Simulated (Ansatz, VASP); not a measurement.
## BaS: VASP beside Ansatz

Contents of POSCAR:

```
BaS
1.0
    3.7554963358      0.0000000000      0.0000000000
    0.0000000000      3.7554963358      0.0000000000
    0.0000000000      0.0000000000      3.7554963358
Ba S
1 1
Direct
    0.0000000000      0.0000000000      0.0000000000
    0.5000000000      0.5000000000      0.5000000000
```

File INCAR.step1:

```
SYSTEM = BaS
PREC     = Accurate       ! precision mode
ENCUT    = 520            ! plane-wave cutoff, eV
ISMEAR   = 0              ! smearing method
SIGMA    = 0.01           ! smearing width, eV
LREAL    = .False.        ! projectors in reciprocal space
LASPH    = .True.         ! aspherical terms in the spheres
NELM     = 60             ! most SCF steps
NBANDS   = 15             ! bands
GGA      = PE             ! functional
ALGO     = Normal         ! electronic algorithm
EDIFF    = 1E-4           ! SCF threshold, eV
LWAVE    = .True.         ! write WAVECAR
LCHARG   = .False.        ! write CHGCAR
```

INCAR.step2

```
SYSTEM = BaS
PREC     = Accurate       ! precision mode
ENCUT    = 520            ! plane-wave cutoff, eV
EDIFF    = 1E-6           ! SCF threshold, eV
ISMEAR   = 0              ! smearing method
SIGMA    = 0.01           ! smearing width, eV
LREAL    = .False.        ! projectors in reciprocal space
LASPH    = .True.         ! aspherical terms in the spheres
NELM     = 60             ! most SCF steps
ALGO     = Normal         ! electronic algorithm
ISIF     = 2              ! what is computed and relaxed
LWAVE    = .False.        ! write WAVECAR
LCHARG   = .True.         ! write CHGCAR
METAGGA  = R2SCAN         ! meta-GGA
LMIXTAU  = .True.       
LELF     = .True.         ! ELF
LVHAR    = .True.       
NBANDS   = 15             ! bands
ISTART   = 1
```

The input KPOINTS:

```
Automatic mesh
0
Gamma
  6 6 6
  0 0 0
```

Input for Ansatz:

```yaml
crystal:
  lattice:
    - [3.7554963358, 0.0, 0.0]
    - [0.0, 3.7554963358, 0.0]
    - [0.0, 0.0, 3.7554963358]
  atoms:
    - { symbol: Ba, position: [0.0, 0.0, 0.0] }
    - { symbol: S, position: [0.5, 0.5, 0.5] }
kpoints:
  mp_grid: { grid: [6, 6, 6] }
hamiltonian:
  xc: r2scan
scf:
  occupations: { method: fixed }
  n_extra_bands: 4
output:
  forces: true
  stress: true
  eigenvalues: true
```

Alike in both runs: task single point; functional r2SCAN; k mesh 6 × 6 × 6; no spin polarisation.

```csv
,VASP,Ansatz
version,VASP 6.6.1,Ansatz 0.2.0
potentials or method,"VASP PAW PBE potentials, release 64 (Ba_sv, S)","plane waves, PAW"
plane-wave cutoff (eV),520,500
occupations,"gaussian, width 0.01 eV",fixed
valence electrons in the cell,16,16
```

|  | VASP | Ansatz | Ansatz less VASP |
| --- | --- | --- | --- |
| gap on the k mesh at the Fermi level (eV) | 1.71 | 1.84 | +0.139 |
| pressure (GPa) | 4.8 | 3.5 | -1.21 |

VASP's potentials were made for PBE, not for r2SCAN.

Spin-orbit coupling is off throughout.
